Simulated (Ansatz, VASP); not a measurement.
**Pb in VASP and in Ansatz**

The input INCAR:

```
SYSTEM = Pb
  PREC = Accurate
  ENCUT = 500
  EDIFF = 1E-6
  ISMEAR = 0
  SIGMA = 0.1
  LREAL = .FALSE.
  LASPH = .TRUE.
  NELM = 120
  ALGO = Normal
  ISIF = 2
  LWAVE = .FALSE.
  LCHARG = .TRUE.
  GGA = PE
  LELF = .TRUE.
  LVHAR = .TRUE.
  NBANDS = 13
  GGA_COMPAT = .FALSE.
```

The input KPOINTS:

```
Automatic mesh
0
G
  6 6 6
  0 0 0
```

The input POSCAR:

```
Pb
1.0
    0.0000000000      2.4698000000      2.4698000000
    2.4698000000      0.0000000000      2.4698000000
    2.4698000000      2.4698000000      0.0000000000
Pb
1
Direct
    0.0000000000      0.0000000000      0.0000000000
```

Input for Ansatz:

```yaml
crystal:
  lattice:
    - [0.0, 2.4698, 2.4698]
    - [2.4698, 0.0, 2.4698]
    - [2.4698, 2.4698, 0.0]
  atoms:
    - { symbol: Pb, position: [0.0, 0.0, 0.0] }
basis:
  ecutwfc: 420
kpoints:
  mp_grid: { grid: [6, 6, 6] }
hamiltonian:
  xc: pbe
scf:
  occupations: { method: gaussian, width: 0.1 }
output:
  forces: true
  stress: true
  eigenvalues: true
```

Alike in both runs: task single point; functional PBE; k mesh 6 × 6 × 6; occupations gaussian, width 0.1 eV; no spin polarisation.

```csv
,VASP,Ansatz
version,VASP 6.6.1,Ansatz 0.2.0
potentials or method,"VASP PAW PBE potentials, release 64 (Pb_d), cutoff 500 eV","scalar-relativistic, plane waves, PAW"
valence electrons in the cell,14,14
```

|  | VASP | Ansatz | Ansatz less VASP |
| --- | --- | --- | --- |
| gap on the k mesh at the Fermi level (eV) | none | none | - |
| pressure (GPa) | 3.6 | 3.6 | +0.07 |

A gap of «none» marks a metal or a gap that the smearing closes.

The k mesh is coarse, so the values compare programs but aren't converged. Neither program's run includes spin-orbit coupling.
